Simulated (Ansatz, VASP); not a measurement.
## One calculation of Al3GaN4, two programs

```xyz
8
Lattice="4.4014 0.0000 0.0000 0.0000 4.4014 0.0000 0.0000 0.0000 4.4014" Properties=species:S:1:pos:R:3 pbc="T T T"
Al    2.2007    2.2007    0.0000
Al    2.2007    0.0000    2.2007
Al    0.0000    2.2007    2.2007
Ga    0.0000    0.0000    0.0000
N     3.2754    3.2754    1.1260
N     3.2754    1.1260    3.2754
N     1.1260    3.2754    3.2754
N     1.1260    1.1260    1.1260
```

Alike in both runs: task single point; functional r2SCAN; k mesh 6 × 6 × 6; occupations gaussian, width 0.05 eV; no spin polarisation.

|  | VASP | Ansatz |
| --- | --- | --- |
| version | VASP 6.6.1 | Ansatz 0.2.0 |
| potentials or method | VASP PAW PBE potentials, release 64 (Al, Ga_d, N), cutoff 520 eV | scalar-relativistic, plane waves, PAW |
| valence electrons in the cell | 42 | 42 |

```csv
,VASP,Ansatz,Ansatz less VASP
gap on the k mesh at the Fermi level (eV),4.01,4.01,+0.005
least direct gap on the mesh (eV),4.01,4.01,+0.005
pressure (GPa),0.0,0.0,0.00
rms of the force components (eV/Å),0.007,0.024,+0.0166
```

VASP's potentials were made for PBE, not for r2SCAN. Atom by atom the forces differ by 0.031 eV/Å (rms over components).
